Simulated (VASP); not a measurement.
# Lu (P6/mmm) in VASP: further runs, part 2 of 2

VASP 6.6.1. Earlier steps stand in the parts before.

## 4. Relaxation of shape and atoms at fixed volume, PBE

This run uses another cell than the first one, of 26.36 Å³/atom.

Input file INCAR:

```
SYSTEM = Lu
PREC = Accurate
ENCUT = 600
EDIFF = 1E-6
ISMEAR = -1
SIGMA = 0.08
LREAL = .FALSE.
LASPH = .TRUE.
NELM = 60
ALGO = Normal
ISIF = 4
LWAVE = .FALSE.
LCHARG = .FALSE.
GGA = PE
IBRION = 2
NSW = 50
EDIFFG = -0.005
```

Input file KPOINTS:

```
Automatic mesh
0
G
  13 13 12
  0 0 0
```

Input file POSCAR:

```
Lu
1.0
    3.1338296533      0.0000000000      0.0000000000
   -1.5669148267      2.7139760908      0.0000000000
    0.0000000000      0.0000000000      3.0990597378
Lu
1
Direct
    0.0000000000      0.0000000000      0.0000000000
```

Launch:

```console
$ cat potpaw_PBE.64/Lu/POTCAR > POTCAR
$ mpirun -np 1 vasp_std > vasp.out
```

Wall time 2.6 min (1 thread of Intel Xeon Platinum 8259CL at 2.50GHz (Skylake/Cascade Lake), shared host); peak memory 0.23 GiB.

The run converged. Its results:

| Item | Value |
| --- | --- |
| Free energy | -3.9548 eV |
| Energy gained by relaxing | 2.9 meV/atom |
| Ionic steps | 3 |
| Pressure after relaxing | 7.7 GPa |
| Band gap on the k mesh | zero (an odd number of electrons rules out a gap without spin polarisation) |

Step by step:
```csv
step,energy change (eV),largest force (eV/Å),pressure (GPa),volume (Å³)
1,0.0000,0.0000,7.81,26.36
2,-0.0028,0.0000,7.65,26.36
3,-0.0029,0.0000,7.75,26.36
```

Final structure:
```cif
data_structure
_symmetry_space_group_name_H-M 'P 1'
_symmetry_Int_Tables_number 1
_cell_length_a 3.1538
_cell_length_b 3.1538
_cell_length_c 3.0600
_cell_angle_alpha 90.000
_cell_angle_beta 90.000
_cell_angle_gamma 120.000
_cell_volume 26.36
loop_
_atom_site_label
_atom_site_type_symbol
_atom_site_fract_x
_atom_site_fract_y
_atom_site_fract_z
_atom_site_occupancy
Lu1 Lu 0.00000 0.00000 0.00000 1
```

Levels at points of the mesh, in eV from the Fermi level:
```
           k point  band 9  band 10  band 11  band 12  band 13  band 14  band 15  band 16
(0.00, 0.00, 0.00)   -4.90    -4.87    -4.87    -4.77    -0.50     2.53     2.53     7.48
(0.00, 0.00, 0.50)   -4.82    -4.82    -4.77    -2.95    -0.22     3.28     3.28     4.51
```

Caveat: spin-orbit coupling is left out, which moves the levels of the heavy elements.

## 5. Relaxation of shape and atoms at fixed volume, PBE

This run uses another cell than the first one, of 29.46 Å³/atom.

Input file INCAR:

```
SYSTEM = Lu
ALGO = Normal ; EDIFF = 1E-6
EDIFFG = -0.005 ; ENCUT = 600
GGA = PE ; IBRION = 2
ISIF = 4 ; ISMEAR = -1
LASPH = .True. ; LCHARG = .False.
LREAL = .False. ; LWAVE = .False.
NELM = 60 ; NSW = 50
PREC = Accurate ; SIGMA = 0.08
```

Input file KPOINTS:

```
k-points
0
Gamma
  13 13 12
  0 0 0
```

Input file POSCAR:

```
Lu
1.0
    3.2521977538      0.0000000000      0.0000000000
   -1.6260988769      2.8164858729      0.0000000000
    0.0000000000      0.0000000000      3.2161145414
Lu
1
Direct
    0.0000000000      0.0000000000      0.0000000000
```

Potentials or basis: VASP PAW PBE potentials, release 64 (Lu).

Launch:

```console
$ cat potpaw_PBE.64/Lu/POTCAR > POTCAR
$ mpirun -np 1 vasp_std > vasp.out
```

OUTCAR:

```text
SYSTEM = Lu
   EDIFF = 1E-6
   EDIFFG = -0.005
   ENCUT = 600
   GGA = PE
   IBRION = 2
   ISIF = 4
   ISMEAR = -1
   LASPH = .True.
   LREAL = .False.
   NELM = 60
   NSW = 50
   PREC = Accurate

 ion  position               nearest neighbor table
   1  0.000  0.000  0.000-

  LATTYP: Found a hexagonal cell.
 ALAT       =     3.2521977538
 C/A-ratio  =     0.9889049759

  Lattice vectors:

 A1 = (   3.2521977538,   0.0000000000,   0.0000000000)
 A2 = (  -1.6260988769,   2.8164858729,   0.0000000000)
 A3 = (   0.0000000000,   0.0000000000,   3.2161145414)

Analysis of symmetry for initial positions (statically):
=====================================================================
 Subroutine PRICEL returns:
 Original cell was already a primitive cell.

 Routine SETGRP: Setting up the symmetry group for a
 hexagonal supercell.

 Subroutine GETGRP returns: Found 24 space group operations
 (whereof 24 operations were pure point group operations)
 out of a pool of 24 trial point group operations.

The static configuration has the point symmetry D_6h.

Analysis of symmetry for dynamics (positions and initial velocities):
[... 258 lines left out ...]

  energy  without entropy=       -3.9980133564  energy(sigma->0) =       -4.02127245

[... ionic steps 4 to 9 ...]

--------------------------------------- Ionic step       10  -------------------------------------------

 number of electron      25.0000003 magnetization

------------------------ aborting loop because EDIFF is reached ----------------------------------------
[... 65 lines left out ...]
--------------------------------------- Ionic step       12  -------------------------------------------

 number of electron      25.0000003 magnetization

 Free energy of the ion-electron system (eV)
  ---------------------------------------------------
  ext. energy  EPLUGINS =         0.00000000
  ---------------------------------------------------
  free energy    TOTEN  =        -4.04453159 eV

  energy without entropy =       -3.99802979  energy(sigma->0) =       -4.02128069

 E-fermi :   2.1096     XC(G=0): -10.5801

 val. band max:        2.1013798790   @ k =   0.3077   0.0769   0.2500
 cond. band min:       2.1158689760   @ k =   0.3077   0.2308   0.2500
 fundamental gap:      0.0144890970
 Fermi energy:         2.1095737121

 k-point     1 :       0.0000    0.0000    0.0000
  band No.  band energies     occupation
      1     -54.2434      2.00000
      2     -24.7362      2.00000
      3     -24.5622      2.00000
      4     -24.5622      2.00000
      5      -3.7752      2.00000
      6      -3.0338      2.00000
[... 433 lines left out ...]
      3     -24.7059      2.00000
      4     -24.5925      2.00000
      5      -3.0225      2.00000
      6      -3.0145      2.00000
[... 8 lines left out ...]
     15       5.2147      0.00000
     16       7.2832      0.00000

 [... further k-points ...]

------------------------ aborting loop because EDIFF is reached ----------------------------------------

  FORCE on cell =-STRESS in cart. coord.  units (eV):
  Direction    XX          YY          ZZ          XY          YZ          ZX
  --------------------------------------------------------------------------------------
  -------------------------------------------------------------------------------------
  Total        0.3813730      0.3813730      0.3818619      0.0000000      0.0000000      0.0000000
  in kB       20.7417047     20.7417047     20.7682945      0.0000000      0.0000000      0.0000000
  external PRESSURE =      20.7505680 kB  Pullay stress =       0.0000000 kB
[... 16 lines left out ...]
  FREE ENERGIE OF THE ION-ELECTRON SYSTEM (eV)
  ---------------------------------------------------
  free  energy   TOTEN  =        -4.0445315923 eV

  energy  without entropy=       -3.9980297935  energy(sigma->0) =       -4.02128069

 reached required accuracy - stopping structural energy minimisation
```

Wall time 7 min (1 thread of Intel Xeon Platinum 8259CL at 2.50GHz (Skylake/Cascade Lake), shared host); peak memory 0.25 GiB.

What came out:

```yaml
Free_energy: -4.0445 eV
Energy_gained_by_relaxing: 0.4 meV/atom
Ionic_steps: 12
Pressure_after_relaxing: 2.1 GPa
Band_gap_on_the_k_mesh: zero (an odd number of electrons rules out a gap without spin polarisation)
```

The path:
| step | energy change (eV) | largest force (eV/Å) | pressure (GPa) | volume (Å³) |
| --- | --- | --- | --- | --- |
| 1 | 0.0000 | 0.0000 | 2.12 | 29.46 |
| 2 | -0.0004 | 0.0000 | 2.10 | 29.46 |
| 3 | -0.0004 | 0.0000 | 2.11 | 29.46 |
| 4 | -0.0004 | 0.0000 | 2.10 | 29.46 |
| 5 | -0.0004 | 0.0000 | 2.03 | 29.46 |
| 6 | -0.0004 | 0.0000 | 2.04 | 29.46 |
| 7 | -0.0004 | 0.0000 | 2.04 | 29.46 |
| 8 | -0.0004 | 0.0000 | 2.13 | 29.46 |
| 9 | -0.0004 | 0.0000 | 2.12 | 29.46 |
| 10 | -0.0004 | 0.0000 | 2.09 | 29.46 |
| 11 | -0.0004 | 0.0000 | 2.07 | 29.46 |
| 12 | -0.0004 | 0.0000 | 2.08 | 29.46 |

Final structure:
```
Lu
1.0
     3.26080    0.00000    0.00000
    -1.63040    2.82394    0.00000
     0.00000    0.00000    3.19916
Lu
1
Direct
  0.00000 0.00000 0.00000
```

Levels at points of the mesh, in eV from the Fermi level:
```csv
k point,band 10,band 11,band 12,band 13,band 14,band 15,band 16
"(0.00, 0.00, 0.00)",-5.06,-5.06,-4.98,-0.37,2.40,2.40,6.67
"(0.00, 0.00, 0.50)",-5.03,-4.98,-3.02,-0.49,3.02,3.02,4.22
```

Caveat: spin-orbit coupling is left out, which moves the levels of the heavy elements.

## 6. Relaxation of cell and atoms, PBE

This run uses another cell than the first one, of 30.34 Å³/atom.

Input file INCAR:

```
SYSTEM = Lu
ALGO = Normal
EDIFF = 1E-6
EDIFFG = -0.005
ENCUT = 600
GGA = PE
IBRION = 2
ISIF = 3
ISMEAR = -1
LASPH = .True.
LCHARG = .False.
LREAL = .False.
LWAVE = .False.
NELM = 80
NSW = 60
PREC = Accurate
SIGMA = 0.08
```

KPOINTS is that of step 5.

Input file POSCAR:

```
Lu
1.0
    3.3402224483      0.0000000000      0.0000000000
   -1.6701112242      2.8927174945      0.0000000000
    0.0000000000      0.0000000000      3.1398091014
Lu
1
Direct
    0.0000000000      0.0000000000      0.0000000000
```

Potentials or basis: VASP PAW PBE potentials, release 64 (Lu).

Launch:

```console
$ cat potpaw_PBE.64/Lu/POTCAR > POTCAR
$ mpirun -np 1 vasp_std > vasp.out
```

Run time: 7.5 min. Hardware: 1 thread of Intel Xeon Platinum 8259CL at 2.50GHz (Skylake/Cascade Lake), shared host; peak memory 0.25 GiB.

The run converged. Its results:

- Free energy: -4.0550 eV
- Relaxed volume: 31.12 Å³/atom
- Relaxed cell: a = 3.312 Å, b = 3.312 Å, c = 3.276 Å, α = 90.00°, β = 90.00°, γ = 120.00°
- Space group after relaxing (to 0.1 Å): P6/mmm (No. 191)
- Energy gained by relaxing: 16.1 meV/atom
- Ionic steps: 8
- Pressure after relaxing: 0.0 GPa
- Band gap on the k mesh: zero (an odd number of electrons rules out a gap without spin polarisation)

Step by step:
```csv
step,energy change (eV),largest force (eV/Å),pressure (GPa),volume (Å³)
1,0.0000,0.0000,0.66,30.34
2,-0.0157,0.0000,0.24,30.87
3,-0.0160,0.0000,0.25,30.96
4,-0.0161,0.0000,0.04,31.18
5,-0.0161,0.0000,-0.11,31.22
6,-0.0161,0.0000,-0.07,31.19
7,-0.0161,0.0000,-0.08,31.19
8,-0.0161,0.0000,-0.01,31.12
```

Final structure:
```
Lu
1.0
     3.31201    0.00000    0.00000
    -1.65601    2.86829    0.00000
     0.00000    0.00000    3.27557
Lu
1
Direct
  0.00000 0.00000 0.00000
```

Levels at points of the mesh, in eV from the Fermi level:
```csv
k point,band 9,band 10,band 11,band 12,band 13,band 14,band 15,band 16
"(0.00, 0.00, 0.00)",-5.18,-5.16,-5.16,-5.09,-0.31,2.34,2.34,6.30
"(0.00, 0.00, 0.50)",-5.14,-5.14,-5.09,-3.05,-0.60,2.90,2.90,4.10
```

Caveat: spin-orbit coupling is left out, which moves the levels of the heavy elements.

## 7. Overview

| task | cell | gap on the mesh (eV) | pressure (GPa) |
| --- | --- | --- | --- |
| relaxation of shape and atoms at fixed volume | relaxed from a = 2.866, b = 2.866, c = 2.834 Å, angles 90.0, 90.0, 120.0°, 1 atom | none | 31.7 |
| relaxation of shape and atoms at fixed volume | relaxed from a = 3.006, b = 3.006, c = 2.972 Å, angles 90.0, 90.0, 120.0°, 1 atom | none | 16.6 |
| relaxation of shape and atoms at fixed volume | relaxed from a = 3.134, b = 3.134, c = 3.099 Å, angles 90.0, 90.0, 120.0°, 1 atom | none | 7.7 |
| relaxation of shape and atoms at fixed volume | relaxed from a = 3.252, b = 3.252, c = 3.216 Å, angles 90.0, 90.0, 120.0°, 1 atom | none | 2.1 |
| relaxation of cell and atoms | relaxed from a = 3.340, b = 3.340, c = 3.140 Å, angles 90.0, 90.0, 120.0°, 1 atom | none | 0.0 |

Alike in all rows: level PBE; potentials or basis VASP PAW PBE potentials, release 64 (Lu); no spin polarisation; k mesh 13 × 13 × 12; cutoff (eV) 600; smearing fermi-dirac 0.08 eV.

Caveats: spin-orbit coupling is left out, which moves the levels of the heavy elements.

Total energies depend on the potentials used, so only differences within one code and one set of settings carry meaning.

The gap in the log of VASP goes by the Fermi energy; the results here count the filled bands.